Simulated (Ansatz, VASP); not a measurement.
# As: VASP beside Ansatz

Contents of INCAR:

```
SYSTEM = As
ALGO = Normal
EDIFF = 1E-6
ENCUT = 520
GGA = PE
ISIF = 2
ISMEAR = -1
LASPH = .TRUE.
LCHARG = .FALSE.
LREAL = .FALSE.
LWAVE = .FALSE.
NBANDS = 12
NELM = 60
PREC = Accurate
SIGMA = 0.05
```

KPOINTS

```
k-points
0
G
  13 13 13
  0 0 0
```

Contents of POSCAR:

```
As
1.0
    1.8921984922      1.0924613088      3.5088552423
   -1.8921984922      1.0924613088      3.5088552423
    0.0000000000     -2.1849226177      3.5088552423
As
2
Direct
    0.2275400000      0.2275400000      0.2275400000
    0.7724600000      0.7724600000      0.7724600000
```

Input for Ansatz:

```yaml
crystal:
  lattice:
    - [1.8921984922, 1.0924613088, 3.5088552423]
    - [-1.8921984922, 1.0924613088, 3.5088552423]
    - [0.0, -2.1849226177, 3.5088552423]
  atoms:
    - { symbol: As, position: [0.22754, 0.22754, 0.22754] }
    - { symbol: As, position: [0.77246, 0.77246, 0.77246] }
kpoints:
  mp_grid: { grid: [13, 13, 13] }
scf:
  occupations: { method: fermi_dirac, width: 0.05 }
hamiltonian:
  xc: pbe
  pseudopotentials: { kind: all_electron, lapw: { basis_error: 0.001 } }
output:
  forces: true
  stress: true
  eigenvalues: true
```

Change from the starting cell: volume scaled by 1.02.

Alike in both runs: task single point; functional PBE; k mesh 13 × 13 × 13; occupations fermi-dirac, width 0.05 eV; no spin polarisation.

|  | VASP | Ansatz |
| --- | --- | --- |
| version | VASP 6.6.1 | Ansatz 0.2.0 |
| potentials or method | VASP PAW PBE potentials, release 64 (As), cutoff 520 eV | all-electron LAPW, scalar-relativistic |

|  | VASP | Ansatz | Ansatz less VASP |
| --- | --- | --- | --- |
| pressure (GPa) | 2.3 | 2.0 | -0.27 |
| traceless stress, the component that is largest in VASP (GPa) | -0.39 | -0.31 | +0.078 |
| rms of the force components (eV/Å) | 0.086 | 0.054 | -0.0314 |

Atom by atom the forces differ by 0.031 eV/Å (rms over components). Ansatz ran all-electron here, and VASP with PAW potentials.
